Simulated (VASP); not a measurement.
Input of a VASP 6.6.1 run:

Contents of POSCAR:

```
TePb
1.0
    0.0000000000      3.2270000000      3.2270000000
    3.2270000000      0.0000000000      3.2270000000
    3.2270000000      3.2270000000      0.0000000000
Te Pb
1 1
Direct
    0.4835658480      0.5000000000      0.5000000000
    0.0000000000      0.0000000000      0.0000000000
```

File INCAR.step1:

```
SYSTEM = TePb
  PREC = Accurate
  ENCUT = 520
  ISMEAR = 0
  SIGMA = 0.05
  LREAL = .FALSE.
  LASPH = .TRUE.
  NELM = 60
  NBANDS = 17
  GGA = PE
  ALGO = Normal
  EDIFF = 1E-4
  LWAVE = .TRUE.
  LCHARG = .FALSE.
```

The input INCAR.step2:

```
SYSTEM = TePb
  PREC = Accurate
  ENCUT = 520
  EDIFF = 1E-6
  ISMEAR = 0
  SIGMA = 0.05
  LREAL = .FALSE.
  LASPH = .TRUE.
  NELM = 60
  ALGO = Normal
  ISIF = 2
  LWAVE = .FALSE.
  LCHARG = .FALSE.
  METAGGA = R2SCAN
  LMIXTAU = .TRUE.
  NBANDS = 17
  ISTART = 1
```

Contents of KPOINTS:

```
regular mesh
0
G
  8 8 8
  0 0 0
```

Potentials or basis: VASP PAW PBE potentials, release 64 (Te, Pb_d).

Launch:

```console
$ cat potpaw_PBE.64/Te/POTCAR potpaw_PBE.64/Pb_d/POTCAR > POTCAR
$ cp INCAR.step1 INCAR
$ mpirun -np 1 vasp_std > vasp.out
$ cp INCAR.step2 INCAR
$ mpirun -np 1 vasp_std > vasp.out
```

(1) What does it give for the pressure?

(2) Estimate the band gap on the k mesh.

## Answers

(1) 1.8 GPa.

(2) 1.02 eV.

Caveat: the cell differs from its parent crystal (all Te atoms moved +0.075 Å, as atom 1 towards its neighbour atom 1 (Te) at 4.564 Å); the PAW data sets were made with another functional, which shifts forces and pressure a little; spin-orbit coupling is left out, which moves the levels of the heavy elements.
